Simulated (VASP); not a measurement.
Here is a VASP 6.6.1 calculation.

INCAR

```
PREC = Accurate ; ENCUT = 500
EDIFF = 1E-6 ; ISMEAR = 0
SIGMA = 0.1 ; LREAL = False
LASPH = True ; NELM = 120
ALGO = Normal ; ISIF = 2
LWAVE = False ; LCHARG = False
GGA = PE ; NBANDS = 26
GGA_COMPAT = False
```

Contents of KPOINTS:

```
Automatic mesh
0
Gamma
  4 4 4
```

POSCAR

```
Si2IrPd2
1.0
    3.7905653198      0.0000000000      0.0000000000
    0.0000000000      3.7905653198      0.0000000000
    0.0000000000      0.0000000000      5.3737872990
Si Pd Ir
2 2 1
Direct
    0.0000000000      0.5000000000      0.5000000000
    0.5000000000      0.0000000000      0.5000000000
    0.0000000000      0.0000000000      0.7650318117
    0.0000000000      0.0000000000      0.2349681883
    0.5000000000      0.5000000000      0.0000000000
```

Potentials or basis: VASP PAW PBE potentials, release 64 (Si, Pd, Ir).

The run is started by

```console
$ cat potpaw_PBE.64/Si/POTCAR potpaw_PBE.64/Pd/POTCAR potpaw_PBE.64/Ir/POTCAR > POTCAR
$ mpirun -np 1 vasp_std > vasp.out
```

(1) Estimate the largest force.

(2) Estimate the band gap on the k mesh.

Answers

(1) 0.081 eV/Å.

(2) zero (an odd number of electrons rules out a gap without spin polarisation).

Caveat: the k points lie up to 0.41 Å⁻¹ apart, too coarse for converged energies and pressures of a metal; spin-orbit coupling is left out, which moves the levels of the heavy elements.
